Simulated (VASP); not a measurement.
Input of a VASP 6.6.1 run:

POSCAR

```
BAs
1.0
    0.0000000000      2.3677547666      2.3677547666
    2.3677547666      0.0000000000      2.3677547666
    2.3677547666      2.3677547666      0.0000000000
B As
1 1
Direct
    0.0000000000      0.0000000000      0.0000000000
    0.2500000000      0.2500000000      0.2500000000
```

Contents of INCAR.step1:

```
PREC = Accurate
ENCUT = 520
ISMEAR = 0
SIGMA = 0.02
LREAL = False
LASPH = True
NELM = 80
NBANDS = 11
GGA = PE
ALGO = Normal
EDIFF = 1E-4
LWAVE = True
LCHARG = False
```

Contents of INCAR.step2:

```
PREC = Accurate
ENCUT = 520
EDIFF = 1E-6
ISMEAR = 0
SIGMA = 0.02
LREAL = False
LASPH = True
NELM = 80
ALGO = Normal
ISIF = 2
LWAVE = False
LCHARG = True
METAGGA = R2SCAN
LMIXTAU = True
LELF = True
LVHAR = True
NBANDS = 11
ISTART = 1
```

The input KPOINTS:

```
regular mesh
0
Gamma
  10 10 10
```

Potentials or basis: VASP PAW PBE potentials, release 64 (B, As).

The run is started by

```console
$ cat potpaw_PBE.64/B/POTCAR potpaw_PBE.64/As/POTCAR > POTCAR
$ cp INCAR.step1 INCAR
$ mpirun -np 1 vasp_std > vasp.out
$ cp INCAR.step2 INCAR
$ mpirun -np 1 vasp_std > vasp.out
```

Predict the pressure.

4.9 GPa.

What does it give for the band gap on the k mesh?

1.34 eV, indirect (least direct gap 3.48 eV).

Caveat: the PAW data sets were made with another functional, which shifts forces and pressure a little. A k mesh can miss the band edges.
